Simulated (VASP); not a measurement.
# SiC (v.bh) (F-43m) in VASP: single point with PBE

Aim: the single point of SiC (v.bh) with PBE.

All numbers are computed with VASP 6.6.1; they aren't measurements. Logs are shortened: lines on timing, memory, paths and dates and some standing lists are left out, and cuts for length are marked.

## Step 1: The cell of the first run

It takes space group F-43m (No. 216, cubic). Conventional cell: a = 4.380 Å, b = 4.380 Å, c = 4.380 Å, α = 90.00°, β = 90.00°, γ = 90.00°. Si (site symmetry -43m) has 4 C at 1.90 Å within 2.5 Å. Within 2.5 Å of C (site symmetry -43m) lie 4 Si at 1.90 Å.

## Step 2: Single point, PBE

File INCAR:

```
SYSTEM = SiC
PREC = Accurate
ENCUT = 600
EDIFF = 1E-6
ISMEAR = 0
SIGMA = 0.02
LREAL = .False.
LASPH = .True.
NELM = 120
ALGO = Normal
ISIF = 2
LWAVE = .False.
LCHARG = .False.
GGA = PE
NBANDS = 11
GGA_COMPAT = .False.
```

File KPOINTS:

```
regular mesh
0
Gamma
  10 10 10
  0 0 0
```

File POSCAR:

```
SiC
1.0
    0.0000000000      2.1898068833      2.1898068833
    2.1898068833      0.0000000000      2.1898068833
    2.1898068833      2.1898068833      0.0000000000
Si C
1 1
Direct
    0.0000000000      0.0000000000      0.0000000000
    0.2500000000      0.2500000000      0.2500000000
```

Potentials or basis: VASP PAW PBE potentials, release 64 (Si, C).

On the command line:

```bash
$ cat potpaw_PBE.64/Si/POTCAR potpaw_PBE.64/C/POTCAR > POTCAR
$ mpirun -np 1 vasp_std > vasp.out
```

OUTCAR:

```text
SYSTEM = SiC
   PREC = Accurate
   ENCUT = 600
   EDIFF = 1E-6
   ISMEAR = 0
   LREAL = .False.
   LASPH = .True.
   NELM = 120
   ISIF = 2
   GGA = PE

 ion  position               nearest neighbor table
   1  0.000  0.000  0.000-   2 1.90   2 1.90   2 1.90   2 1.90
   2  0.250  0.250  0.250-   1 1.90   1 1.90   1 1.90   1 1.90

  LATTYP: Found a face centered cubic cell.
 ALAT       =     4.3796137666

  Lattice vectors:

 A1 = (   0.0000000000,   2.1898068833,   2.1898068833)
 A2 = (   2.1898068833,   0.0000000000,   2.1898068833)
 A3 = (   2.1898068833,   2.1898068833,   0.0000000000)

Analysis of symmetry for initial positions (statically):
=====================================================================
 Subroutine PRICEL returns:
 Original cell was already a primitive cell.

 Routine SETGRP: Setting up the symmetry group for a
 face centered cubic supercell.

 Subroutine GETGRP returns: Found 24 space group operations
 (whereof 24 operations were pure point group operations)
 out of a pool of 48 trial point group operations.

The static configuration has the point symmetry T_d .

Analysis of symmetry for dynamics (positions and initial velocities):
=====================================================================
 Subroutine PRICEL returns:
 Original cell was already a primitive cell.

 Routine SETGRP: Setting up the symmetry group for a
 face centered cubic supercell.

 Subroutine GETGRP returns: Found 24 space group operations
 (whereof 24 operations were pure point group operations)
 out of a pool of 48 trial point group operations.

The dynamic configuration has the point symmetry T_d .

 Subroutine INISYM returns: Found 24 space group operations
 (whereof 24 operations are pure point group operations),
 and found     1 'primitive' translations

----------------------------------------------------------------------------------------

                                     Primitive cell

  volume of cell :      21.0014

  direct lattice vectors                    reciprocal lattice vectors
     0.000000000  2.189806883  2.189806883    -0.228330637  0.228330637  0.228330637
     2.189806883  0.000000000  2.189806883     0.228330637 -0.228330637  0.228330637
     2.189806883  2.189806883  0.000000000     0.228330637  0.228330637 -0.228330637

  length of vectors
     3.096854593  3.096854593  3.096854593     0.395480264  0.395480264  0.395480264

  position of ions in fractional coordinates (direct lattice)
     0.000000000  0.000000000  0.000000000
     0.250000000  0.250000000  0.250000000

  ion indices of the primitive-cell ions
   primitive index   ion index
                 1           1
                 2           2

----------------------------------------------------------------------------------------

 KPOINTS: regular mesh

Automatic generation of k-mesh.
 Grid dimensions read from file:
 generate k-points for:   10   10   10

 Generating k-lattice:

  Cartesian coordinates                     Fractional coordinates (reciprocal lattice)
    -0.022833064  0.022833064  0.022833064     0.100000000  0.000000000  0.000000000
     0.022833064 -0.022833064  0.022833064     0.000000000  0.100000000  0.000000000
     0.022833064  0.022833064 -0.022833064     0.000000000  0.000000000  0.100000000

  Length of vectors
     0.039548026  0.039548026  0.039548026

  Shift w.r.t. Gamma in fractional coordinates (k-lattice)
     0.000000000  0.000000000  0.000000000

 Subroutine IBZKPT returns following result:
 ===========================================

 Found     47 irreducible k-points:

 Following reciprocal coordinates:
            Coordinates               Weight
  0.000000  0.000000  0.000000      1.000000
  0.100000  0.000000  0.000000      8.000000
  0.200000  0.000000  0.000000      8.000000
  0.300000  0.000000  0.000000      8.000000
  0.400000  0.000000  0.000000      8.000000
  0.500000  0.000000  0.000000      4.000000
[... 16 lines left out ...]
  0.300000  0.300000  0.000000      6.000000
  0.400000  0.300000  0.000000     24.000000
 [... further k-points ...]
   k-points           NKPTS =     47   k-points in BZ     NKDIM =     47   number of bands    NBANDS=     11
   number of dos      NEDOS =    301   number of ions     NIONS =      2
   total plane-waves  NPLWV =  21952
   dimension x,y,z NGX =    28 NGY =   28 NGZ =   28
   dimension x,y,z NGXF=    56 NGYF=   56 NGZF=   56
   ions per type =               1   1
   NGX,Y,Z   is equivalent  to a cutoff of  15.03, 15.03, 15.03 a.u.
   NGXF,Y,Z  is equivalent  to a cutoff of  30.06, 30.06, 30.06 a.u.
 SYSTEM =  SiC
   PREC   = accura    normal or accurate (medium, high low for compatibility)
   ISTART =      0    job   : 0-new  1-cont  2-samecut
   ICHARG =      2    charge: 1-file 2-atom 10-const
   ISPIN  =      1    spin polarized calculation?
   LNONCOLLINEAR =      F non collinear calculations
   LSORBIT =      F    spin-orbit coupling
   LASPH  =      T    aspherical Exc in radial PAW
   ENCUT  =  600.0 eV  44.10 Ry    6.64 a.u.   6.19  6.19  6.19*2*pi/ulx,y,z
   NELM   =    120;   NELMIN=  2; NELMDL= -5     # of ELM steps
   EDIFF  = 0.1E-05   stopping-criterion for ELM
   LREAL  =      F    real-space projection
   EDIFFG = 0.1E-04   stopping-criterion for IOM
   NSW    =      0    number of steps for IOM
   IBRION =     -1    ionic relax: 0-MD 1-quasi-New 2-CG
   NFREE  =      0    steps in history (QN), initial steepest desc. (CG)
   ISIF   =      2    stress and relaxation
   ISYM   =      2    0-nonsym 1-usesym 2-fastsym
   POTIM  = 0.5000    time-step for ionic-motion
   TEBEG  =    0.0;   TEEND  =   0.0 temperature during run
   PSTRESS=    0.0 pullay stress
   NELECT =       8.0000    total number of electrons
   NUPDOWN=      -1.0000    fix difference up-down
   EMIN   =  10.00;   EMAX   =-10.00  energy-range for DOS
   EFERMI =   0.00;   METHOD = LEGACY
   ISMEAR =     0;   SIGMA  =   0.02  broadening in eV -4-tet -1-fermi 0-gaus
   EFERMI_NEDOS =   21; number of points for ismear=-14 and -15
   IALGO  =     38    algorithm
   IMIX   =      4    mixing-type and parameters
     AMIX     =   0.40;   BMIX     =  1.00
     AMIX_MAG =   1.60;   BMIX_MAG =  1.00
  volume/ion in A,a.u.               =      10.50        70.86
  Fermi-wavevector in a.u.,A,eV,Ry     =   1.186740  2.242614 19.161798  1.408352
  Thomas-Fermi vector in A             =   2.322907
   LORBIT       =      0    0 simple, 1 ext, 2 COOP (PROOUT), +10 PAW based schemes
   GGA     = PE    functional components
   LHFCALC =     F    Hartree Fock is set to
   AEXX    =    0.0000 exact exchange contribution
   IVDW    =     0    specifies the selected vdW correction
   LEPSILON=     F    determine dielectric tensor
   LRPA    =     F    only Hartree local field effects (RPA)
 non-spin polarized calculation
 Gauss-broadening in eV      SIGMA  =   0.02
  energy-cutoff  :      600.00
  volume of cell :       21.00
 maximum number of plane-waves:       725
 NGX is ok and might be reduce to    28
   NGX = 13   NGY = 13   NGZ = 13

 number of electron       8.0000000 magnetization

 Free energy of the ion-electron system (eV)
  ---------------------------------------------------
  ext. energy  EPLUGINS =         0.00000000
  ---------------------------------------------------
  free energy    TOTEN  =       -15.06218995 eV

  energy without entropy =      -15.06218995  energy(sigma->0) =      -15.06218995

 E-fermi :   8.0357     XC(G=0): -11.2915

 val. band max:        7.9405477967   @ k =   0.0000   0.0000   0.0000
 cond. band min:       9.3115162754   @ k =   0.5000   0.5000   0.0000
 fundamental gap:      1.3709684787
 Fermi energy:         8.0357019898

 k-point     1 :       0.0000    0.0000    0.0000
  band No.  band energies     occupation
      1      -7.3466      2.00000
      2       7.9405      2.00000
      3       7.9405      2.00000
      4       7.9405      2.00000
      5      14.0002      0.00000
      6      15.1462      0.00000
      7      15.1462      0.00000
      8      15.1462      0.00000
      9      22.3615      0.00000
     10      22.3615      0.00000
     11      24.1922      0.00000

 k-point     2 :       0.1000    0.0000    0.0000
  band No.  band energies     occupation
      1      -7.1535      2.00000
      2       6.9340      2.00000
      3       7.8073      2.00000
      4       7.8073      2.00000
      5      14.2831      0.00000
      6      15.3873      0.00000
      7      15.3873      0.00000
      8      15.4011      0.00000
      9      21.4275      0.00000
     10      21.4275      0.00000
     11      24.0925      0.00000

 k-point     3 :       0.2000    0.0000    0.0000
  band No.  band energies     occupation
      1      -6.5830      2.00000
      2       4.8287      2.00000
      3       7.5016      2.00000
      4       7.5016      2.00000
      5      14.0132      0.00000
      6      15.7498      0.00000
      7      15.7498      0.00000
      8      16.5860      0.00000
      9      20.7674      0.00000
     10      20.7674      0.00000
     11      23.2162      0.00000

 k-point     4 :       0.3000    0.0000    0.0000
  band No.  band energies     occupation
      1      -5.6712      2.00000
      2       2.5386      2.00000
      3       7.1867      2.00000
      4       7.1867      2.00000
      5      13.6049      0.00000
      6      15.6317      0.00000
      7      15.6317      0.00000
      8      17.5776      0.00000
      9      21.5637      0.00000
     10      21.5637      0.00000
     11      22.9292      0.00000
[... 239 lines left out ...]
 k-point    22 :      -0.2000    0.2000    0.0000
  band No.  band energies     occupation
      1      -5.3650      2.00000
      2       3.1633      2.00000
      3       4.7526      2.00000
      4       7.2935      2.00000
      5      14.4269      0.00000
      6      15.8215      0.00000
      7      16.2226      0.00000
      8      16.9776      0.00000
      9      19.4087      0.00000
     10      23.2159      0.00000
     11      26.9271      0.00000

 k-point    23 :       0.3000    0.3000    0.0000
  band No.  band energies     occupation
      1      -5.1018      2.00000
      2       3.5867      2.00000
      3       5.5996      2.00000
      4       5.5996      2.00000
      5      11.0852      0.00000
      6      13.4971      0.00000
      7      19.3298      0.00000
      8      19.3298      0.00000
      9      20.1809      0.00000
     10      24.9181      0.00000
     11      29.4734      0.00000

 k-point    24 :       0.4000    0.3000    0.0000
  band No.  band energies     occupation
      1      -4.2448      2.00000
      2       2.3772      2.00000
      3       4.8193      2.00000
      4       5.3394      2.00000
      5      10.7995      0.00000
      6      13.5040      0.00000
      7      19.4038      0.00000
      8      19.7324      0.00000
      9      21.5348      0.00000
     10      25.8818      0.00000
     11      28.9692      0.00000

 [... further k-points ...]
[... 5 lines left out ...]
  --------------------------------------------------------------------------------------
  -------------------------------------------------------------------------------------
  Total       -0.0217907     -0.0217907     -0.0217907     -0.0000000      0.0000000      0.0000000
  in kB       -1.6623970     -1.6623970     -1.6623970     -0.0000000      0.0000000      0.0000000
  external PRESSURE =      -1.6623970 kB  Pullay stress =       0.0000000 kB

 VOLUME and BASIS-vectors are now :
 -----------------------------------------------------------------------------
  energy-cutoff  :      600.00
  volume of cell :       21.00
      direct lattice vectors                 reciprocal lattice vectors
     0.000000000  2.189806883  2.189806883    -0.228330637  0.228330637  0.228330637
     2.189806883  0.000000000  2.189806883     0.228330637 -0.228330637  0.228330637
     2.189806883  2.189806883  0.000000000     0.228330637  0.228330637 -0.228330637

 POSITION                                       TOTAL-FORCE (eV/Angst)
 -----------------------------------------------------------------------------------
      0.00000      0.00000      0.00000         0.000000      0.000000      0.000000
      1.09490      1.09490      1.09490        -0.000000     -0.000000     -0.000000
 -----------------------------------------------------------------------------------
    total drift:                               -0.000000     -0.000000     -0.000000

  FREE ENERGIE OF THE ION-ELECTRON SYSTEM (eV)
  ---------------------------------------------------
  free  energy   TOTEN  =       -15.0621899510 eV

  energy  without entropy=      -15.0621899510  energy(sigma->0) =      -15.06218995
```

Run time: 40 s. Hardware: 1 thread of Intel Xeon 8259CL, shared host; peak memory 0.15 GiB.

What came out:

- Free energy: -15.0622 eV
- Pressure: -0.2 GPa
- Band gap on the k mesh: 1.37 eV, indirect (least direct gap 4.53 eV)

Levels at points of the mesh, in eV from the valence-band top:
```tsv
k point	band 1	band 2	band 3	band 4	band 5	band 6	band 7	band 8	band 9
(0.00, 0.00, 0.00)	-15.29	0.00	0.00	0.00	6.06	7.21	7.21	7.21	14.42
(0.50, 0.00, 0.00)	-11.78	-8.45	-1.05	-1.05	5.30	7.17	7.17	9.97	16.02
(0.50, 0.50, 0.00)	-10.34	-7.75	-3.16	-3.16	1.37	4.27	13.86	13.86	14.59
```
